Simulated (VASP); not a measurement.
# CuSi3B (P4/mmm) in VASP: a series of runs

CuSi3B is run at these levels: PBE; tasks: single point, relaxation of cell and atoms.

Everything below comes from runs of VASP 6.6.1. Logs are shortened: lines on timing, memory, paths and dates and some standing lists are left out, and cuts for length are marked.

**1. The cell of the first run**

The structure is tetragonal, space group P4/mmm (No. 123). The conventional cell has a = 3.119 Å, b = 3.119 Å, c = 6.676 Å, α = 90.00°, β = 90.00°, γ = 90.00°. Within 2.7 Å of Si (site symmetry 4mm) lie 1 B at 1.99 Å and 5 Si at 2.58 to 2.70 Å. Si (site symmetry 4/mmm) has 12 Si at 2.58 to 3.12 Å and 2 Cu at 3.34 Å within 3.4 Å. Cu (site symmetry 4/mmm) has 4 B at 2.21 Å and 8 Si at 2.97 Å and 4 Cu at 3.12 Å within 3.2 Å. B (site symmetry 4/mmm) has 2 Si at 1.99 Å and 4 Cu at 2.21 Å within 2.6 Å.

The cell was generated, and may not be a known phase.

**2. Single point, PBE**

Contents of INCAR:

```
PREC     = Accurate       # precision mode
ENCUT    = 520            # plane-wave cutoff, eV
EDIFF    = 1E-6           # SCF threshold, eV
ISMEAR   = 0              # smearing method
SIGMA    = 0.1            # smearing width, eV
LREAL    = False          # projectors in reciprocal space
LASPH    = True           # aspherical terms in the spheres
NELM     = 60             # most SCF steps
ALGO     = Normal         # electronic algorithm
ISIF     = 2              # what is computed and relaxed
LWAVE    = False          # write WAVECAR
LCHARG   = True           # write CHGCAR
GGA      = PE             # functional
LELF     = True           # ELF
LVHAR    = True         
NBANDS   = 21             # bands
```

Contents of KPOINTS:

```
Automatic mesh
0
Gamma
  12 12 6
```

Contents of POSCAR:

```
CuSi3B
1.0
    3.1186893218      0.0000000000      0.0000000000
    0.0000000000      3.1186893218      0.0000000000
    0.0000000000      0.0000000000      6.6757656100
Si Cu B
3 1 1
Direct
    0.5000000000      0.5000000000      0.7019089692
    0.5000000000      0.5000000000      0.2980910308
    0.0000000000      0.0000000000      0.5000000000
    0.0000000000      0.0000000000      0.0000000000
    0.5000000000      0.5000000000      0.0000000000
```

Potentials or basis: VASP PAW PBE potentials, release 64 (Si, Cu, B).

The run is started by

```bash
cat potpaw_PBE.64/Si/POTCAR potpaw_PBE.64/Cu/POTCAR potpaw_PBE.64/B/POTCAR > POTCAR
mpirun -np 1 vasp_std > vasp.out
```

OUTCAR:

```text
PREC = Accurate
   ENCUT = 520
   EDIFF = 1E-6
   ISMEAR = 0
   LREAL = False
   LASPH = True
   NELM = 60
   ISIF = 2
   GGA = PE

 ion  position               nearest neighbor table
   1  0.500  0.500  0.702-   5 1.99   3 2.58   3 2.58   3 2.58   3 2.58   2 2.70   4 2.97   4 2.97
                             4 2.97   4 2.97
   2  0.500  0.500  0.298-   5 1.99   3 2.58   3 2.58   3 2.58   3 2.58   1 2.70   4 2.97   4 2.97
                             4 2.97   4 2.97
   3  0.000  0.000  0.500-   1 2.58   2 2.58   1 2.58   2 2.58   1 2.58   2 2.58   1 2.58   2 2.58

   4  0.000  0.000  0.000-   5 2.21   5 2.21   5 2.21   5 2.21   2 2.97   2 2.97   1 2.97   2 2.97
                             1 2.97   1 2.97   2 2.97   1 2.97
   5  0.500  0.500  0.000-   1 1.99   2 1.99   4 2.21   4 2.21   4 2.21   4 2.21

  LATTYP: Found a simple tetragonal cell.
 ALAT       =     3.1186893218
 C/A-ratio  =     2.1405676940

  Lattice vectors:

 A1 = (   3.1186893218,   0.0000000000,   0.0000000000)
 A2 = (   0.0000000000,   3.1186893218,   0.0000000000)
 A3 = (   0.0000000000,   0.0000000000,   6.6757656100)

Analysis of symmetry for initial positions (statically):
=====================================================================
 Subroutine PRICEL returns:
 Original cell was already a primitive cell.

 Routine SETGRP: Setting up the symmetry group for a
 simple tetragonal supercell.

 Subroutine GETGRP returns: Found 16 space group operations
 (whereof 16 operations were pure point group operations)
 out of a pool of 16 trial point group operations.

The static configuration has the point symmetry D_4h.

Analysis of symmetry for dynamics (positions and initial velocities):
=====================================================================
 Subroutine PRICEL returns:
 Original cell was already a primitive cell.

 Routine SETGRP: Setting up the symmetry group for a
 simple tetragonal supercell.

 Subroutine GETGRP returns: Found 16 space group operations
 (whereof 16 operations were pure point group operations)
 out of a pool of 16 trial point group operations.

The dynamic configuration has the point symmetry D_4h.

 Subroutine INISYM returns: Found 16 space group operations
 (whereof 16 operations are pure point group operations),
 and found     1 'primitive' translations

----------------------------------------------------------------------------------------

                                     Primitive cell

[... 98 lines left out ...]
   EDIFFG = 0.1E-04   stopping-criterion for IOM
   NSW    =      0    number of steps for IOM
   IBRION =     -1    ionic relax: 0-MD 1-quasi-New 2-CG
   NFREE  =      0    steps in history (QN), initial steepest desc. (CG)
   ISIF   =      2    stress and relaxation
   ISYM   =      2    0-nonsym 1-usesym 2-fastsym
   POTIM  = 0.5000    time-step for ionic-motion
   TEBEG  =    0.0;   TEEND  =   0.0 temperature during run
   PSTRESS=    0.0 pullay stress
   NELECT =      26.0000    total number of electrons
   NUPDOWN=      -1.0000    fix difference up-down
   EMIN   =  10.00;   EMAX   =-10.00  energy-range for DOS
   EFERMI =   0.00;   METHOD = LEGACY
   ISMEAR =     0;   SIGMA  =   0.10  broadening in eV -4-tet -1-fermi 0-gaus
   EFERMI_NEDOS =   21; number of points for ismear=-14 and -15
   IALGO  =     38    algorithm
   IMIX   =      4    mixing-type and parameters
     AMIX     =   0.40;   BMIX     =  1.00
     AMIX_MAG =   1.60;   BMIX_MAG =  1.00
  volume/ion in A,a.u.               =      12.99        87.63
  Fermi-wavevector in a.u.,A,eV,Ry     =   1.206658  2.280253 19.810401  1.456023
  Thomas-Fermi vector in A             =   2.342319
   LORBIT       =      0    0 simple, 1 ext, 2 COOP (PROOUT), +10 PAW based schemes
   GGA     = PE    functional components
   LHFCALC =     F    Hartree Fock is set to
   AEXX    =    0.0000 exact exchange contribution
   IVDW    =     0    specifies the selected vdW correction
   LEPSILON=     F    determine dielectric tensor
   LRPA    =     F    only Hartree local field effects (RPA)
 non-spin polarized calculation
 Gauss-broadening in eV      SIGMA  =   0.10
  energy-cutoff  :      520.00
  volume of cell :       64.93
 maximum number of plane-waves:      1768
 NGX is ok and might be reduce to    24
   NGX = 11   NGY = 11   NGZ = 25

 number of electron      26.0000011 magnetization

 Free energy of the ion-electron system (eV)
  ---------------------------------------------------
  ext. energy  EPLUGINS =         0.00000000
  ---------------------------------------------------
  free energy    TOTEN  =       -24.17195520 eV

  energy without entropy =      -24.16272127  energy(sigma->0) =      -24.16733823

 E-fermi :   8.6189     XC(G=0): -11.3312

 val. band max:        8.6131116654   @ k =   0.4167   0.4167   0.3333
 cond. band min:       8.6248654005   @ k =   0.3333   0.0833   0.3333
 fundamental gap:      0.0117537351
 Fermi energy:         8.6188604718

 k-point     1 :       0.0000    0.0000    0.0000
  band No.  band energies     occupation
      1      -5.1824      2.00000
      2      -1.7630      2.00000
      3      -1.4817      2.00000
      4       4.8870      2.00000
      5       5.1481      2.00000
      6       5.5241      2.00000
[... 565 lines left out ...]
     20      14.9010      0.00000
     21      15.0525      0.00000

 [... further k-points ...]

------------------------ aborting loop because EDIFF is reached ----------------------------------------

  FORCE on cell =-STRESS in cart. coord.  units (eV):
  Direction    XX          YY          ZZ          XY          YZ          ZX
  --------------------------------------------------------------------------------------
  -------------------------------------------------------------------------------------
  Total        0.0690964      0.0690964     -0.0410010      0.0000000      0.0000000      0.0000000
  in kB        1.7049866      1.7049866     -1.0117193      0.0000000      0.0000000      0.0000000
  external PRESSURE =       0.7994180 kB  Pullay stress =       0.0000000 kB

 VOLUME and BASIS-vectors are now :
 -----------------------------------------------------------------------------
  energy-cutoff  :      520.00
  volume of cell :       64.93
      direct lattice vectors                 reciprocal lattice vectors
     3.118689322  0.000000000  0.000000000     0.320647521  0.000000000  0.000000000
     0.000000000  3.118689322  0.000000000     0.000000000  0.320647521  0.000000000
     0.000000000  0.000000000  6.675765610     0.000000000  0.000000000  0.149795553

 POSITION                                       TOTAL-FORCE (eV/Angst)
 -----------------------------------------------------------------------------------
      1.55934      1.55934      4.68578         0.000000     -0.000000     -0.001948
      1.55934      1.55934      1.98999        -0.000000      0.000000      0.001948
      0.00000      0.00000      3.33788        -0.000000     -0.000000      0.000000
      0.00000      0.00000      0.00000        -0.000000     -0.000000      0.000000
      1.55934      1.55934      0.00000        -0.000000     -0.000000      0.000000
 -----------------------------------------------------------------------------------
    total drift:                                0.000000     -0.000000      0.000000

  FREE ENERGIE OF THE ION-ELECTRON SYSTEM (eV)
  ---------------------------------------------------
  free  energy   TOTEN  =       -24.1719551999 eV

  energy  without entropy=      -24.1627212652  energy(sigma->0) =      -24.16733823
```

OSZICAR:

```text
N       E                     dE             d eps       ncg     rms          rms(c)
DAV:   1     0.126041440367E+03    0.12604E+03   -0.11278E+04  4717   0.132E+03
DAV:   2    -0.181258380981E+02   -0.14417E+03   -0.13586E+03  4972   0.271E+02
DAV:   3    -0.283957687034E+02   -0.10270E+02   -0.96855E+01  6265   0.706E+01
DAV:   4    -0.287331389201E+02   -0.33737E+00   -0.33542E+00  5786   0.112E+01
DAV:   5    -0.287443536918E+02   -0.11215E-01   -0.11208E-01  6489   0.225E+00    0.231E+01
DAV:   6    -0.400131254286E+02   -0.11269E+02   -0.29879E+02  5887   0.319E+02    0.201E+01
DAV:   7    -0.264105392800E+02    0.13603E+02   -0.35265E+01  6313   0.931E+01    0.967E+00
DAV:   8    -0.242744740612E+02    0.21361E+01   -0.53621E+00  6523   0.707E+01    0.351E+00
DAV:   9    -0.243465155834E+02   -0.72042E-01   -0.32927E+00  7236   0.478E+01    0.381E+00
DAV:  10    -0.242492913242E+02    0.97224E-01   -0.27477E+00  6110   0.413E+01    0.213E+00
DAV:  11    -0.241747926004E+02    0.74499E-01   -0.23171E-01  6044   0.143E+01    0.575E-01
DAV:  12    -0.241735081082E+02    0.12845E-02   -0.22842E-02  7326   0.165E+00    0.308E-01
DAV:  13    -0.241720538939E+02    0.14542E-02   -0.11246E-02  6013   0.296E+00    0.980E-02
DAV:  14    -0.241720182821E+02    0.35612E-04   -0.24195E-03  7202   0.128E+00    0.726E-02
DAV:  15    -0.241719605776E+02    0.57705E-04   -0.19128E-04  6677   0.317E-01    0.226E-02
DAV:  16    -0.241719571845E+02    0.33931E-05   -0.89605E-05  6715   0.242E-01    0.139E-02
DAV:  17    -0.241719552264E+02    0.19581E-05   -0.26146E-05  7146   0.131E-01    0.470E-03
DAV:  18    -0.241719551999E+02    0.26490E-07   -0.72816E-07  2924   0.103E-02
   1 F= -.24171955E+02 E0= -.24167338E+02  d E =-.923393E-02
```

Run time: 2.1 min. Hardware: 1 thread of Intel Xeon Platinum 8259CL at 2.50GHz (Skylake/Cascade Lake), shared host; peak memory 0.28 GiB.

What came out:

```yaml
Free_energy: -24.1720 eV
Pressure: 0.1 GPa
Band_gap_on_the_k_mesh: zero (bands 13 and 14 overlap by 4.05 eV)
```

**3. Relaxation of cell and atoms, PBE**

Contents of INCAR:

```
PREC = Accurate
ENCUT = 600
EDIFF = 1E-6
ISMEAR = 0
SIGMA = 0.1
LREAL = False
LASPH = True
NELM = 100
ALGO = Normal
ISIF = 3
LWAVE = False
LCHARG = False
GGA = PE
IBRION = 2
NSW = 100
EDIFFG = -0.01
```

KPOINTS is that of step 2.

Contents of POSCAR:

```
CuSi3B
1.0
    3.1265874623      0.0000000000      0.0000000000
    0.0000000000      3.1265874623      0.0000000000
    0.0000000000      0.0000000000      6.6367284184
Si Cu B
3 1 1
Direct
    0.5000000000      0.5000000000      0.7002195915
    0.5000000000      0.5000000000      0.2997804085
    0.0000000000      0.0000000000      0.5000000000
    0.0000000000      0.0000000000      0.0000000000
    0.5000000000      0.5000000000      0.0000000000
```

Potentials or basis: VASP PAW PBE potentials, release 64 (Si, Cu, B).

The run is started by

```bash
cat potpaw_PBE.64/Si/POTCAR potpaw_PBE.64/Cu/POTCAR potpaw_PBE.64/B/POTCAR > POTCAR
mpirun -np 1 vasp_std > vasp.out
```

Wall time 5.7 min (1 thread of Intel Xeon Platinum 8259CL at 2.50GHz (Skylake/Cascade Lake), shared host); peak memory 0.32 GiB.

Results (log left out):

```
Free energy                           : -24.1731 eV
Relaxed volume                        : 12.99 Å³/atom
Relaxed cell                          : a = 3.120 Å, b = 3.120 Å, c = 6.668 Å, α = 90.00°, β = 90.00°, γ = 90.00°
Space group after relaxing (to 0.1 Å) : P4/mmm (No. 123)
Energy gained by relaxing             : 0.4 meV/atom
Ionic steps                           : 4
Pressure after relaxing               : 0.0 GPa
Largest force after relaxing          : 0.004 eV/Å
Band gap on the k mesh                : zero (bands 13 and 14 overlap by 4.03 eV)
```

Forces on the atoms (eV/Å):
```
Si   0.000  0.000  0.004
Si   0.000  0.000 -0.004
Si   0.000  0.000  0.000
Cu   0.000  0.000  0.000
B    0.000  0.000  0.000
```

The path:
```
step  energy change (eV)  largest force (eV/Å)  pressure (GPa)  volume (Å³)
   1              0.0000                0.0872            0.20        64.88
   2             -0.0015                0.0623           -0.09        65.03
   3             -0.0016                0.0561           -0.24        65.08
   4             -0.0019                0.0035            0.04        64.93
```

Final structure:
```
Si Cu B
1.0
     3.12041    0.00000    0.00000
     0.00000    3.12041    0.00000
     0.00000    0.00000    6.66814
Si Cu B
3 1 1
Direct
  0.50000 0.50000 0.70169
  0.50000 0.50000 0.29831
  0.00000 0.00000 0.50000
  0.00000 0.00000 0.00000
  0.50000 0.50000 0.00000
```

Levels at points of the mesh, in eV from the Fermi level:
| k point | band 9 | band 10 | band 11 | band 12 | band 13 | band 14 | band 15 | band 16 | band 17 |
| --- | --- | --- | --- | --- | --- | --- | --- | --- | --- |
| (0.00, 0.00, 0.00) | -2.84 | -0.69 | -0.69 | 1.13 | 1.49 | 1.49 | 1.90 | 2.87 | 3.57 |
| (0.50, 0.00, 0.00) | -2.84 | -2.79 | -2.40 | -0.18 | 2.46 | 2.83 | 3.21 | 4.10 | 4.72 |
| (0.50, 0.50, 0.00) | -3.06 | -3.06 | -2.76 | -2.62 | -1.58 | -1.23 | -1.23 | -1.15 | 1.54 |
| (0.00, 0.00, 0.50) | -2.58 | -0.18 | -0.18 | 0.39 | 0.39 | 1.77 | 2.87 | 4.02 | 4.12 |
| (0.50, 0.00, 0.50) | -2.84 | -2.61 | -1.95 | -1.13 | -0.17 | 2.81 | 3.29 | 3.40 | 5.15 |
| (0.50, 0.50, 0.50) | -3.23 | -3.20 | -3.20 | -2.62 | -2.61 | -1.18 | 0.22 | 0.22 | 0.68 |
